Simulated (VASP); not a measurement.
Runs of VASP 6.6.1 on SiO2. The structure is that of space group P4_2/mnm (No. 136), or close to it. The cells are those of the table. 

| cell | gap on the mesh (eV) | pressure (GPa) | largest force (eV/Å) |
| --- | --- | --- | --- |
| a = 4.410, b = 4.410, c = 2.482 Å, 6 atoms | 5.26 | 9.5 | 0.87 |
| a = 4.292, b = 4.292, c = 2.725 Å, 6 atoms | (b) | -10.6 | 0.24 |
| a = 4.110, b = 4.110, c = 2.857 Å, 6 atoms | 4.64 | -2.5 | 0.60 |
| a = 4.122, b = 4.122, c = 2.953 Å, 6 atoms | 3.87 | -13.1 | 0.69 |
| a = 4.279, b = 4.279, c = 2.636 Å, 6 atoms | (c) | 2.0 | 0.19 |
| a = 4.194, b = 4.194, c = 2.744 Å, 6 atoms | 4.91 | -1.0 | 0.22 |
| a = 4.069, b = 4.069, c = 2.915 Å, 6 atoms | (a) | -2.6 | 0.78 |
| a = 4.365, b = 4.365, c = 2.532 Å, 6 atoms | 5.26 | 6.6 | 0.64 |

Alike in all rows: task single point; level PBE; potentials or basis VASP PAW PBE potentials, release 64 (Si, O); no spin polarisation; k mesh 6 × 6 × 10; cutoff (eV) 520; smearing gaussian 0.05 eV.

Problem. Fill in the values left out.

Solution. (a) 4.51; (b) 4.37; (c) 5.14.

Caveats: the stress differs along the axes, from -12 to 52 GPa (at least some runs); the cell stands under tension (at least some runs); the stress differs along the axes, from -26 to 9 GPa (at least some runs); the stress differs along the axes, from -42 to 1 GPa (at least some runs); the stress differs along the axes, from -3 to 12 GPa (at least some runs); the stress differs along the axes, from -9 to 3 GPa (at least some runs); the stress differs along the axes, from -33 to 12 GPa (at least some runs).

A k mesh can miss the band edges.
